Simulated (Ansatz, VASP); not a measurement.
## LiCl in VASP and in Ansatz

Contents of POSCAR:

```
LiCl
1.0
    0.0000000000      2.6327181046      2.6327181046
    2.6327181046      0.0000000000      2.6327181046
    2.6327181046      2.6327181046      0.0000000000
Li Cl
1 1
Direct
    0.0000000000      0.0000000000      0.0000000000
    0.5000000000      0.5000000000      0.5000000000
```

The input INCAR.step1:

```
ALGO = Normal
EDIFF = 1E-4
ENCUT = 520
GGA = PE
ISMEAR = 0
LASPH = True
LCHARG = False
LREAL = False
LWAVE = True
NBANDS = 12
NELM = 80
PREC = Accurate
SIGMA = 0.01
```

INCAR.step2

```
ALGO = Normal
EDIFF = 1E-6
ENCUT = 520
ISIF = 2
ISMEAR = 0
ISTART = 1
LASPH = True
LCHARG = True
LELF = True
LMIXTAU = True
LREAL = False
LVHAR = True
LWAVE = False
METAGGA = R2SCAN
NBANDS = 12
NELM = 80
PREC = Accurate
SIGMA = 0.01
```

The input KPOINTS:

```
k-points
0
Gamma
  8 8 8
```

Input for Ansatz:

```yaml
crystal:
  lattice:
    - [0.0, 2.6327181046, 2.6327181046]
    - [2.6327181046, 0.0, 2.6327181046]
    - [2.6327181046, 2.6327181046, 0.0]
  atoms:
    - { symbol: Li, position: [0.0, 0.0, 0.0] }
    - { symbol: Cl, position: [0.5, 0.5, 0.5] }
kpoints:
  mp_grid: { grid: [8, 8, 8] }
  band_path:
    path:
      - [0.0, 0.0, 0.0]
      - [0.5, 0.0, 0.5]
      - [0.625, 0.25, 0.625]
      - [0.375, 0.375, 0.75]
      - [0.5, 0.5, 0.5]
      - [0.5, 0.25, 0.75]
      - [0.075, 0.075, 0.15]
    npoints: 1
hamiltonian:
  xc: r2scan
scf:
  occupations: { method: fixed }
  n_extra_bands: 4
output:
  forces: true
  stress: true
  eigenvalues: true
```

Change from the starting cell: hydrostatic strain +3.0%.

Alike in both runs: task single point; functional r2SCAN; k mesh 8 × 8 × 8; no spin polarisation.

|  | VASP | Ansatz |
| --- | --- | --- |
| version | VASP 6.6.1 | Ansatz 0.2.0 |
| potentials or method | VASP PAW PBE potentials, release 64 (Li_sv, Cl) | plane waves, PAW |
| plane-wave cutoff (eV) | 520 | 500 |
| occupations | gaussian, width 0.01 eV | fixed |
| valence electrons in the cell | 10 | 10 |

VASP gave:

```
gap on the k mesh at the Fermi level (eV) : 6.85
```

Q: What did Ansatz give for the same quantities?

A: gap on the k mesh at the Fermi level (eV): 6.77.

VASP's potentials were made for PBE, not for r2SCAN.

Noted on VASP's run: the cutoff is short for stress, so the pressure is rough.
